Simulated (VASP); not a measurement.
Runs of VASP 6.6.1 on CaF2 (Fluorite). The structure is that of space group Fm-3m (No. 225), or close to it. The cells are those of the table. 

| cell | gap on the mesh (eV) | pressure (GPa) |
| --- | --- | --- |
| a = 3.894 Å, angles 60.0°, 3 atoms | 7.19 | (b) |
| a = 3.729 Å, angles 60.0°, 3 atoms | 8.00 | 14.2 |
| a = 3.956 Å, angles 60.0°, 3 atoms | 6.92 | -3.1 |
| a = 3.797 Å, angles 60.0°, 3 atoms | 7.66 | 7.5 |
| a = 3.830 Å, angles 60.0°, 3 atoms | (c) | 4.8 |
| a = 3.987 Å, angles 60.0°, 3 atoms | 6.79 | (a) |
| a = 3.763 Å, angles 60.0°, 3 atoms | 7.83 | 10.7 |
| a = 3.926 Å, angles 60.0°, 3 atoms | 7.05 | -1.5 |

Alike in all rows: task single point; level PBE; potentials or basis VASP PAW PBE potentials, release 64 (Ca_sv, F); no spin polarisation; k mesh 5 × 5 × 5; cutoff (eV) 600; smearing gaussian 0.01 eV.

Question: Fill in the values left out.

Answer: (a) -4.5; (b) 0.4; (c) 7.50.

A k mesh can miss the band edges.
